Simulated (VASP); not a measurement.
## TaN: single point with r2SCAN

Crystal: TaN.

```xyz
4
Lattice="2.1323 2.1323 0.0000 -2.1323 2.1323 0.0000 0.0000 0.0000 4.2646" Properties=species:S:1:pos:R:3 pbc="T T T"
Ta    0.0000    2.1323    0.0000
Ta    0.0000    0.0000    2.1323
N     0.0000    0.0000    0.0000
N     0.0000    2.1323    2.1323
```

This cell differs from its parent crystal: equal strain along all axes, cell held: -3.0 %.

```json
{
 "Program": "VASP 6.6.1",
 "Task": "single point",
 "Functional": "r2SCAN",
 "Potentials or basis": "VASP PAW PBE potentials, release 64 (Ta_pv, N)",
 "Cutoff": "520 eV",
 "k mesh": "16 × 16 × 12",
 "Occupations": "gaussian, width 0.1 eV",
 "Spin": "no spin polarisation"
}
```

```
Pressure               : 41.9 GPa
Band gap on the k mesh : zero (bands 16 and 17 overlap by 4.68 eV)
```

Levels at points of the mesh, in eV from the Fermi level:
```tsv
k point	band 14	band 15	band 16	band 17	band 18	band 19
(0.00, 0.00, 0.00)	-4.42	-4.42	-2.44	-2.44	-2.44	0.14
(0.50, 0.00, 0.00)	-7.47	0.46	0.46	0.72	0.72	2.05
(0.50, 0.50, 0.00)	-5.21	-5.21	-5.21	2.52	2.52	4.12
(0.00, 0.00, 0.50)	-5.58	-4.75	-4.75	1.21	1.21	1.91
(0.50, 0.00, 0.50)	-8.72	2.24	2.24	2.24	2.24	2.40
(0.50, 0.50, 0.50)	-7.54	-0.23	-0.23	-0.23	-0.23	4.13
```

Wall time 25 min on 1 thread of Oxide Virtual Turin-like Processor, with other jobs on the host, peak memory 0.32 GiB.

Caveat: the cell differs from its parent crystal (equal strain along all axes, cell held: -3.0 %); the cell stands under pressure; the PAW data sets were made with another functional, which shifts forces and pressure a little; spin-orbit coupling is left out, which moves the levels of the heavy elements.
